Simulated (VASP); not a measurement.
# Zn (P6/mmm) in VASP: further runs, part 2 of 2

VASP 6.6.1. Earlier steps stand in the parts before.

**3. Relaxation of cell and atoms, PBE, target pressure -0.51 GPa, at which the enthalpy is minimised**

This run uses another cell than the first one: it holds 3 atoms, not 1.

INCAR

```
PREC = Accurate
ENCUT = 600
EDIFF = 1E-6
ISMEAR = -1
SIGMA = 0.1
LREAL = F
LASPH = T
NELM = 60
ALGO = Normal
ISIF = 3
LWAVE = F
LCHARG = F
GGA = PE
IBRION = 2
NSW = 60
EDIFFG = -0.005
PSTRESS = -5.1
```

KPOINTS

```
regular mesh
0
Gamma
  8 8 11
```

POSCAR

```
Zn
1.0
    4.4043546191      0.0000000000      0.0000000000
   -2.2021773096      3.8142829874      0.0000000000
    0.0000000000      0.0000000000      2.7306998639
Zn
3
Direct
    0.0000000000      0.0000000000      0.0000000000
    0.3333333333      0.6666666667      0.5000000000
    0.6666666667      0.3333333333      0.5000000000
```

Potentials or basis: VASP PAW PBE potentials, release 64 (Zn).

Command:

```console
$ cat potpaw_PBE.64/Zn/POTCAR > POTCAR
$ mpirun -np 1 vasp_std > vasp.out
```

OUTCAR:

```text
PREC = Accurate
   ENCUT = 600
   EDIFF = 1E-6
   ISMEAR = -1
   LREAL = F
   LASPH = T
   NELM = 60
   ISIF = 3
   GGA = PE
   IBRION = 2
   NSW = 60
   EDIFFG = -0.005
   PSTRESS = -5.1

 ion  position               nearest neighbor table
   1  0.000  0.000  0.000-   2 2.89   3 2.89   2 2.89   3 2.89   3 2.89   3 2.89   2 2.89   2 2.89
                             3 2.89   3 2.89   2 2.89   2 2.89
   2  0.333  0.667  0.500-   3 2.54   3 2.54   3 2.54   1 2.89   1 2.89   1 2.89   1 2.89   1 2.89
                             1 2.89
   3  0.667  0.333  0.500-   2 2.54   2 2.54   2 2.54   1 2.89   1 2.89   1 2.89   1 2.89   1 2.89
                             1 2.89

  LATTYP: Found a hexagonal cell.
 ALAT       =     4.4043546191
 C/A-ratio  =     0.6200000000

  Lattice vectors:

 A1 = (   4.4043546191,   0.0000000000,   0.0000000000)
 A2 = (  -2.2021773096,   3.8142829874,   0.0000000000)
 A3 = (   0.0000000000,   0.0000000000,   2.7306998639)

Analysis of symmetry for initial positions (statically):
=====================================================================
 Subroutine PRICEL returns:
 Original cell was already a primitive cell.

 Routine SETGRP: Setting up the symmetry group for a
 hexagonal supercell.

[... 179 lines left out ...]
  external PRESSURE =      18.2952422 kB  Pullay stress =      -5.1000000 kB
[... 100 lines left out ...]
  energy  without entropy=       -3.0379283261  energy(sigma->0) =       -3.05300466

  enthalpy is  TOTEN    =        -3.2183528327 eV   P V=       -0.1502718374

[... ionic steps 4 to 9 ...]

--------------------------------------- Ionic step       10  -------------------------------------------

 number of electron      36.0000004 magnetization

------------------------ aborting loop because EDIFF is reached ----------------------------------------
[... 73 lines left out ...]
--------------------------------------- Ionic step       12  -------------------------------------------

 number of electron      36.0000016 magnetization

 Free energy of the ion-electron system (eV)
  ---------------------------------------------------
  ext. energy  EPLUGINS =         0.00000000
  ---------------------------------------------------
  free energy    TOTEN  =        -3.06878810 eV

  energy without entropy =       -3.04109448  energy(sigma->0) =       -3.05494129

 E-fermi :   2.8593     XC(G=0): -11.3517

 val. band max:        2.8383966965   @ k =   0.3750   0.1250   0.4545
 cond. band min:       2.9217500329   @ k =   0.1250   0.0000   0.2727
 fundamental gap:      0.0833533364
 Fermi energy:         2.8592554641

 k-point     1 :       0.0000    0.0000    0.0000
  band No.  band energies     occupation
      1      -7.2482      2.00000
      2      -5.3102      2.00000
      3      -4.8386      2.00000
      4      -4.8386      2.00000
      5      -4.7971      2.00000
      6      -4.7451      2.00000
[... 589 lines left out ...]
     21       9.7090      0.00000
     22      10.1172      0.00000

 [... further k-points ...]

------------------------ aborting loop because EDIFF is reached ----------------------------------------

  FORCE on cell =-STRESS in cart. coord.  units (eV):
  Direction    XX          YY          ZZ          XY          YZ          ZX
  --------------------------------------------------------------------------------------
  -------------------------------------------------------------------------------------
  Total       -0.1572145     -0.1572145     -0.1637528      0.0000000      0.0000000      0.0000000
  in kB       -5.3084772     -5.3084772     -5.5292493      0.0000000      0.0000000      0.0000000
  external PRESSURE =      -0.2820679 kB  Pullay stress =      -5.1000000 kB
[... 22 lines left out ...]
  energy  without entropy=       -3.0410944760  energy(sigma->0) =       -3.05494129

  enthalpy is  TOTEN    =        -3.2198284144 eV   P V=       -0.1510403109

 reached required accuracy - stopping structural energy minimisation
```

CONTCAR:

```text
Zn
   1.00000000000000
     4.4200384040292295    0.0000000000010272    0.0000000000000001
    -2.2100192020639038    3.8278655435762015   -0.0000000000000000
    -0.0000000000000001    0.0000000000000000    2.8044684577350933
  Zn
     3
Direct
     0.0000000000000000    0.0000000000000000    0.0000000000000000
     0.3333333332999970    0.6666666667000030    0.5000000000000000
     0.6666666667000030    0.3333333332999970    0.5000000000000000

  0.00000000E+00  0.00000000E+00  0.00000000E+00
  0.00000000E+00  0.00000000E+00  0.00000000E+00
  0.00000000E+00  0.00000000E+00  0.00000000E+00
```

It took 4.1 min on 1 thread of AMD EPYC 9R45 (Zen 5), shared host; peak memory 0.18 GiB.

What came out:

- Free energy: -3.0688 eV
- Relaxed volume: 15.82 Å³/atom
- Relaxed cell: a = 4.420 Å, b = 4.420 Å, c = 2.804 Å, α = 90.00°, β = 90.00°, γ = 120.00°
- Space group after relaxing (to 0.1 Å): P6/mmm (No. 191)
- Energy change on relaxing (the run minimises the enthalpy): -1.8 meV/atom
- Ionic steps: 12
- Pressure after relaxing: -0.5 GPa
- Band gap on the k mesh: zero (bands 18 and 19 overlap by 4.79 eV)

Step by step:
```
step  energy change (eV)  largest force (eV/Å)  pressure (GPa)  volume (Å³)
   1              0.0000                0.0000            1.32        45.87
   2             -0.0048                0.0000           -0.23        47.04
   3             -0.0046                0.0000           -0.40        47.21
   4             -0.0034                0.0000           -0.83        47.54
   5             -0.0043                0.0000           -0.45        47.31
   6             -0.0039                0.0000           -0.58        47.43
   7             -0.0040                0.0000           -0.66        47.39
   8             -0.0042                0.0000           -0.63        47.35
   9             -0.0045                0.0000           -0.65        47.37
  10             -0.0051                0.0000           -0.77        47.41
  11             -0.0045                0.0000           -0.58        47.50
  12             -0.0053                0.0000           -0.54        47.45
```

Final structure:
```
Zn
1.0
     4.42004    0.00000    0.00000
    -2.21002    3.82787    0.00000
     0.00000    0.00000    2.80447
Zn
3
Direct
  0.00000 0.00000 0.00000
  0.33333 0.66667 0.50000
  0.66667 0.33333 0.50000
```

Caveat: the cell is relaxed towards a set pressure, so the run minimises the enthalpy, not the energy.

**4. Relaxation of cell and atoms, PBE, target pressure -0.51 GPa, at which the enthalpy is minimised**

This run uses another cell than the first one: it holds 3 atoms, not 1.

INCAR

```
ALGO = Normal ; EDIFF = 1E-7
EDIFFG = -0.005 ; ENCUT = 600
GGA = PE ; IBRION = 2
ISIF = 3 ; ISMEAR = -1
LASPH = T ; LCHARG = F
LREAL = F ; LWAVE = F
NELM = 100 ; NSW = 32
PREC = Accurate ; PSTRESS = -5.1
SIGMA = 0.1
```

KPOINTS

```
k-points
0
Gamma
  8 8 11
```

POSCAR

```
Zn
1.0
    4.4130481024      0.0000000000      0.0000000000
   -2.2065240512      3.8218117648      0.0000000000
    0.0000000000      0.0000000000      2.8017403912
Zn
3
Direct
    0.0000000000      0.0000000000      0.0000000000
    0.3333333333      0.6666666667      0.5000000000
    0.6666666667      0.3333333333      0.5000000000
```

Command:

```console
$ cat potpaw_PBE.64/Zn/POTCAR > POTCAR
$ mpirun -np 1 vasp_std > vasp.out
```

Run time: 66 s. Hardware: 1 thread of AMD EPYC 9R45 (Zen 5), shared host; peak memory 0.18 GiB.

The run converged. Its results:

* Free energy: -3.0696 eV
* Relaxed volume: 15.79 Å³/atom
* Relaxed cell: a = 4.417 Å, b = 4.417 Å, c = 2.803 Å, α = 90.00°, β = 90.00°, γ = 120.00°
* Space group after relaxing (to 0.1 Å): P6/mmm (No. 191)
* Energy change on relaxing (the run minimises the enthalpy): +0.1 meV/atom
* Ionic steps: 2
* Pressure after relaxing: -0.5 GPa
* Band gap on the k mesh: zero (bands 18 and 19 overlap by 4.79 eV)

Step by step:
```
step  energy change (eV)  largest force (eV/Å)  pressure (GPa)  volume (Å³)
   1              0.0000                0.0000           -0.33        47.25
   2              0.0003                0.0000           -0.47        47.37
```

Final structure:
```
Zn
1.0
     4.41738    0.00000    0.00000
    -2.20869    3.82556    0.00000
     0.00000    0.00000    2.80338
Zn
3
Direct
  0.00000 0.00000 0.00000
  0.33333 0.66667 0.50000
  0.66667 0.33333 0.50000
```

Levels at points of the mesh, in eV from the Fermi level:
```tsv
k point	band 16	band 17	band 18	band 19	band 20	band 21
(0.00, 0.00, 0.00)	-6.96	1.01	1.01	1.09	1.09	1.26
(0.50, 0.00, 0.00)	-6.70	-6.49	-2.39	-0.72	8.73	8.86
```

Caveat: the cell is relaxed towards a set pressure, so the run minimises the enthalpy, not the energy.

**5. Summary**

| cell | k mesh | gap on the mesh (eV) | pressure (GPa) |
| --- | --- | --- | --- |
| relaxed to -0.51 GPa from a = 2.577, b = 2.577, c = 3.103 Å, angles 90.0, 90.0, 120.0°, 1 atom, atomic positions A | 16 × 16 × 15 | none | -0.5 |
| relaxed to -0.51 GPa from a = 4.404, b = 4.404, c = 2.731 Å, angles 90.0, 90.0, 120.0°, 3 atoms, atomic positions B | 8 × 8 × 11 | none | -0.5 |
| relaxed to -0.51 GPa from a = 4.413, b = 4.413, c = 2.802 Å, angles 90.0, 90.0, 120.0°, 3 atoms, atomic positions B | 8 × 8 × 11 | none | -0.5 |

Alike in all rows: task relaxation of cell and atoms; level PBE; potentials or basis VASP PAW PBE potentials, release 64 (Zn); no spin polarisation; cutoff (eV) 600; smearing fermi-dirac 0.1 eV.

Caveats: the cell is relaxed towards a set pressure, so the run minimises the enthalpy, not the energy.

Total energies depend on the potentials used, so only differences within one code and one set of settings carry meaning.
